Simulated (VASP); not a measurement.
# KZnCl3 (Pm-3m) in VASP: a series of runs

The runs below take KZnCl3 through single point, with PBE.

Program: VASP 6.6.1. These are calculated values, not measurements. Logs are shortened: lines on timing, memory, paths and dates and some standing lists are left out, and cuts for length are marked.

## 1. The cell of the first run

The structure is cubic, space group Pm-3m (No. 221). Conventional cell: a = 4.900 Å, b = 4.900 Å, c = 4.900 Å, α = 90.00°, β = 90.00°, γ = 90.00°. Within 4.6 Å of K (site symmetry m-3m) lie 12 Cl at 3.46 Å and 8 Zn at 4.24 Å. Zn (site symmetry m-3m) has 6 Cl at 2.45 Å within 3.2 Å. Cl (site symmetry 4/mmm) has 2 Zn at 2.45 Å within 3.2 Å.

## 2. Single point, PBE

Input file INCAR:

```
ALGO = Normal
EDIFF = 1E-6
ENCUT = 520
GGA = PE
ISIF = 2
ISMEAR = -1
LASPH = T
LCHARG = T
LELF = T
LREAL = F
LVHAR = T
LWAVE = F
NBANDS = 29
NELM = 100
PREC = Accurate
SIGMA = 0.02
```

Input file KPOINTS:

```
k-points
0
Gamma
  6 6 6
```

Input file POSCAR:

```
KZnCl3
1.0
    4.9001150810      0.0000000000      0.0000000000
    0.0000000000      4.9001150810      0.0000000000
    0.0000000000      0.0000000000      4.9001150810
K Zn Cl
1 1 3
Direct
    0.0000000000      0.0000000000      0.0000000000
    0.5000000000      0.5000000000      0.5000000000
    0.5000000000      0.5000000000      0.0000000000
    0.5000000000      0.0000000000      0.5000000000
    0.0000000000      0.5000000000      0.5000000000
```

Potentials or basis: VASP PAW PBE potentials, release 64 (K_sv, Zn, Cl).

Launch:

```bash
$ cat potpaw_PBE.64/K_sv/POTCAR potpaw_PBE.64/Zn/POTCAR potpaw_PBE.64/Cl/POTCAR > POTCAR
$ mpirun -np 1 vasp_std > vasp.out
```

OUTCAR:

```text
EDIFF = 1E-6
   ENCUT = 520
   GGA = PE
   ISIF = 2
   ISMEAR = -1
   LASPH = T
   LREAL = F
   NELM = 100
   PREC = Accurate

 ion  position               nearest neighbor table
   1  0.000  0.000  0.000-
   2  0.500  0.500  0.500-   3 2.45   4 2.45   5 2.45   3 2.45   4 2.45   5 2.45
   3  0.500  0.500  0.000-   2 2.45   2 2.45
   4  0.500  0.000  0.500-   2 2.45   2 2.45
   5  0.000  0.500  0.500-   2 2.45   2 2.45

  LATTYP: Found a simple cubic cell.
 ALAT       =     4.9001150810

  Lattice vectors:

 A1 = (   4.9001150810,   0.0000000000,   0.0000000000)
 A2 = (   0.0000000000,   4.9001150810,   0.0000000000)
 A3 = (   0.0000000000,   0.0000000000,   4.9001150810)

Analysis of symmetry for initial positions (statically):
=====================================================================
 Subroutine PRICEL returns:
 Original cell was already a primitive cell.

 Routine SETGRP: Setting up the symmetry group for a
 simple cubic supercell.

 Subroutine GETGRP returns: Found 48 space group operations
 (whereof 48 operations were pure point group operations)
 out of a pool of 48 trial point group operations.

The static configuration has the point symmetry O_h .

Analysis of symmetry for dynamics (positions and initial velocities):
=====================================================================
 Subroutine PRICEL returns:
 Original cell was already a primitive cell.

 Routine SETGRP: Setting up the symmetry group for a
 simple cubic supercell.

 Subroutine GETGRP returns: Found 48 space group operations
 (whereof 48 operations were pure point group operations)
 out of a pool of 48 trial point group operations.

The dynamic configuration has the point symmetry O_h .

 Subroutine INISYM returns: Found 48 space group operations
 (whereof 48 operations are pure point group operations),
 and found     1 'primitive' translations

----------------------------------------------------------------------------------------

                                     Primitive cell

  volume of cell :     117.6573

  direct lattice vectors                    reciprocal lattice vectors
     4.900115081  0.000000000  0.000000000     0.204076840  0.000000000  0.000000000
     0.000000000  4.900115081  0.000000000     0.000000000  0.204076840  0.000000000
     0.000000000  0.000000000  4.900115081     0.000000000  0.000000000  0.204076840

  length of vectors
     4.900115081  4.900115081  4.900115081     0.204076840  0.204076840  0.204076840

  position of ions in fractional coordinates (direct lattice)
     0.000000000  0.000000000  0.000000000
     0.500000000  0.500000000  0.500000000
     0.500000000  0.500000000  0.000000000
     0.500000000  0.000000000  0.500000000
     0.000000000  0.500000000  0.500000000

  ion indices of the primitive-cell ions
   primitive index   ion index
                 1           1
                 2           2
                 3           3
                 4           4
                 5           5

----------------------------------------------------------------------------------------

 KPOINTS: k-points

Automatic generation of k-mesh.
 Grid dimensions read from file:
 generate k-points for:    6    6    6

 Generating k-lattice:

  Cartesian coordinates                     Fractional coordinates (reciprocal lattice)
     0.034012807  0.000000000  0.000000000     0.166666667  0.000000000  0.000000000
     0.000000000  0.034012807  0.000000000     0.000000000  0.166666667  0.000000000
     0.000000000  0.000000000  0.034012807     0.000000000  0.000000000  0.166666667

  Length of vectors
     0.034012807  0.034012807  0.034012807

  Shift w.r.t. Gamma in fractional coordinates (k-lattice)
     0.000000000  0.000000000  0.000000000

 Subroutine IBZKPT returns following result:
 ===========================================

 Found     20 irreducible k-points:

 Following reciprocal coordinates:
            Coordinates               Weight
  0.000000  0.000000  0.000000      1.000000
  0.166667  0.000000  0.000000      6.000000
  0.333333  0.000000  0.000000      6.000000
  0.500000  0.000000  0.000000      3.000000
  0.166667  0.166667  0.000000     12.000000
  0.333333  0.166667  0.000000     24.000000
[... 12 lines left out ...]
  0.500000  0.500000  0.333333      6.000000
  0.500000  0.500000  0.500000      1.000000
   k-points           NKPTS =     20   k-points in BZ     NKDIM =     20   number of bands    NBANDS=     29
   number of dos      NEDOS =    301   number of ions     NIONS =      5
   total plane-waves  NPLWV =  46656
   dimension x,y,z NGX =    36 NGY =   36 NGZ =   36
   dimension x,y,z NGXF=    72 NGYF=   72 NGZF=   72
   ions per type =               1   1   3
   NGX,Y,Z   is equivalent  to a cutoff of  12.21, 12.21, 12.21 a.u.
   NGXF,Y,Z  is equivalent  to a cutoff of  24.43, 24.43, 24.43 a.u.
 SYSTEM =  unknown system
   PREC   = accura    normal or accurate (medium, high low for compatibility)
   ISTART =      0    job   : 0-new  1-cont  2-samecut
   ICHARG =      2    charge: 1-file 2-atom 10-const
   ISPIN  =      1    spin polarized calculation?
   LNONCOLLINEAR =      F non collinear calculations
   LSORBIT =      F    spin-orbit coupling
   LASPH  =      T    aspherical Exc in radial PAW
   ENCUT  =  520.0 eV  38.22 Ry    6.18 a.u.   9.11  9.11  9.11*2*pi/ulx,y,z
   NELM   =    100;   NELMIN=  2; NELMDL= -5     # of ELM steps
   EDIFF  = 0.1E-05   stopping-criterion for ELM
   LREAL  =      F    real-space projection
   EDIFFG = 0.1E-04   stopping-criterion for IOM
   NSW    =      0    number of steps for IOM
   IBRION =     -1    ionic relax: 0-MD 1-quasi-New 2-CG
   NFREE  =      0    steps in history (QN), initial steepest desc. (CG)
   ISIF   =      2    stress and relaxation
   ISYM   =      2    0-nonsym 1-usesym 2-fastsym
   POTIM  = 0.5000    time-step for ionic-motion
   TEBEG  =    0.0;   TEEND  =   0.0 temperature during run
   PSTRESS=    0.0 pullay stress
   NELECT =      42.0000    total number of electrons
   NUPDOWN=      -1.0000    fix difference up-down
   EMIN   =  10.00;   EMAX   =-10.00  energy-range for DOS
   EFERMI =   0.00;   METHOD = LEGACY
   ISMEAR =    -1;   SIGMA  =   0.02  broadening in eV -4-tet -1-fermi 0-gaus
   EFERMI_NEDOS =   21; number of points for ismear=-14 and -15
   IALGO  =     38    algorithm
   IMIX   =      4    mixing-type and parameters
     AMIX     =   0.40;   BMIX     =  1.00
     AMIX_MAG =   1.60;   BMIX_MAG =  1.00
  volume/ion in A,a.u.               =      23.53       158.80
  Fermi-wavevector in a.u.,A,eV,Ry     =   1.161319  2.194575 18.349668  1.348663
  Thomas-Fermi vector in A             =   2.297893
   LORBIT       =      0    0 simple, 1 ext, 2 COOP (PROOUT), +10 PAW based schemes
   GGA     = PE    functional components
   LHFCALC =     F    Hartree Fock is set to
   AEXX    =    0.0000 exact exchange contribution
   IVDW    =     0    specifies the selected vdW correction
   LEPSILON=     F    determine dielectric tensor
   LRPA    =     F    only Hartree local field effects (RPA)
 non-spin polarized calculation
  energy-cutoff  :      520.00
  volume of cell :      117.66
 maximum number of plane-waves:      3191
   NGX = 19   NGY = 19   NGZ = 19

 number of electron      42.0000012 magnetization

 Free energy of the ion-electron system (eV)
  ---------------------------------------------------
  ext. energy  EPLUGINS =         0.00000000
  ---------------------------------------------------
  free energy    TOTEN  =       -14.64221235 eV

  energy without entropy =      -14.64221235  energy(sigma->0) =      -14.64221235

 E-fermi :   0.6467     XC(G=0):  -8.7709

 val. band max:        0.0888434073   @ k =   0.5000   0.5000   0.5000
 cond. band min:       1.7047787649   @ k =   0.0000   0.0000   0.0000
 fundamental gap:      1.6159353576
 Fermi energy:         0.6467002970

 k-point     1 :       0.0000    0.0000    0.0000
  band No.  band energies     occupation
      1     -27.7725      2.00000
      2     -13.9221      2.00000
      3     -12.9054      2.00000
      4     -12.9054      2.00000
      5     -11.2551      2.00000
      6     -11.2551      2.00000
[... 21 lines left out ...]
     28       8.0841      0.00000
     29      11.4924      0.00000

 k-point     2 :       0.1667    0.0000    0.0000
  band No.  band energies     occupation
      1     -27.7722      2.00000
      2     -13.8712      2.00000
      3     -12.9614      2.00000
      4     -12.9029      2.00000
      5     -11.2535      2.00000
      6     -11.2535      2.00000
[... 21 lines left out ...]
     28       8.3708      0.00000
     29      11.1015      0.00000

 k-point     3 :       0.3333    0.0000    0.0000
  band No.  band energies     occupation
      1     -27.7718      2.00000
      2     -13.7465      2.00000
      3     -13.0935      2.00000
      4     -12.8978      2.00000
      5     -11.2504      2.00000
      6     -11.2504      2.00000
[... 21 lines left out ...]
     28       9.1490      0.00000
     29       9.9641      0.00000

 k-point     4 :       0.5000    0.0000    0.0000
  band No.  band energies     occupation
      1     -27.7715      2.00000
      2     -13.6613      2.00000
      3     -13.1813      2.00000
      4     -12.8952      2.00000
      5     -11.2488      2.00000
      6     -11.2488      2.00000
[... 469 lines left out ...]
     28       9.7231      0.00000
     29       9.7874      0.00000

 k-point    19 :       0.5000    0.5000    0.3333
  band No.  band energies     occupation
      1     -27.7700      2.00000
      2     -13.1846      2.00000
      3     -13.1648      2.00000
      4     -13.1648      2.00000
      5     -11.2710      2.00000
      6     -11.2663      2.00000
[... 21 lines left out ...]
     28       9.3175      0.00000
     29      10.0070      0.00000

 k-point    20 :       0.5000    0.5000    0.5000
  band No.  band energies     occupation
      1     -27.7698      2.00000
      2     -13.1533      2.00000
      3     -13.1533      2.00000
      4     -13.1533      2.00000
      5     -11.2802      2.00000
      6     -11.2802      2.00000
[... 21 lines left out ...]
     28       9.2898      0.00000
     29       9.2898      0.00000

------------------------ aborting loop because EDIFF is reached ----------------------------------------

  FORCE on cell =-STRESS in cart. coord.  units (eV):
  Direction    XX          YY          ZZ          XY          YZ          ZX
  --------------------------------------------------------------------------------------
  -------------------------------------------------------------------------------------
  Total        1.2137460      1.2137460      1.2137460      0.0000000      0.0000000     -0.0000000
  in kB       16.5279720     16.5279720     16.5279720      0.0000000      0.0000000     -0.0000000
  external PRESSURE =      16.5279720 kB  Pullay stress =       0.0000000 kB

 VOLUME and BASIS-vectors are now :
 -----------------------------------------------------------------------------
  energy-cutoff  :      520.00
  volume of cell :      117.66
      direct lattice vectors                 reciprocal lattice vectors
     4.900115081  0.000000000  0.000000000     0.204076840  0.000000000  0.000000000
     0.000000000  4.900115081  0.000000000     0.000000000  0.204076840  0.000000000
     0.000000000  0.000000000  4.900115081     0.000000000  0.000000000  0.204076840

 POSITION                                       TOTAL-FORCE (eV/Angst)
 -----------------------------------------------------------------------------------
      0.00000      0.00000      0.00000         0.000000      0.000000      0.000000
      2.45006      2.45006      2.45006         0.000000      0.000000      0.000000
      2.45006      2.45006      0.00000         0.000000      0.000000      0.000000
      2.45006      0.00000      2.45006         0.000000      0.000000      0.000000
      0.00000      2.45006      2.45006         0.000000      0.000000      0.000000
 -----------------------------------------------------------------------------------
    total drift:                                0.000000      0.000000      0.000000

  FREE ENERGIE OF THE ION-ELECTRON SYSTEM (eV)
  ---------------------------------------------------
  free  energy   TOTEN  =       -14.6422123504 eV

  energy  without entropy=      -14.6422123504  energy(sigma->0) =      -14.64221235
```

Wall time 24 s (1 thread of Intel Xeon 6975P-C (Granite Rapids), shared host); peak memory 0.23 GiB.

Results:

| Property | Result |
| --- | --- |
| Free energy | -14.6422 eV |
| Pressure | 1.7 GPa |
| Band gap on the k mesh | 1.62 eV (least direct gap 2.12 eV) |

Levels at points of the mesh, in eV from the valence-band top:
| k point | band 18 | band 19 | band 20 | band 21 | band 22 | band 23 | band 24 | band 25 |
| --- | --- | --- | --- | --- | --- | --- | --- | --- |
| (0.00, 0.00, 0.00) | -0.81 | -0.50 | -0.50 | -0.50 | 1.62 | 5.58 | 7.08 | 7.08 |
| (0.50, 0.00, 0.00) | -1.06 | -1.06 | -0.67 | -0.67 | 4.59 | 7.52 | 7.78 | 8.58 |
| (0.50, 0.50, 0.00) | -1.12 | -1.12 | -0.04 | -0.02 | 6.55 | 7.55 | 7.55 | 8.61 |
| (0.50, 0.50, 0.50) | -0.03 | 0.00 | 0.00 | 0.00 | 6.42 | 6.42 | 6.42 | 6.78 |

A k mesh can miss the band edges.

(Continued in part 2 of 2.)
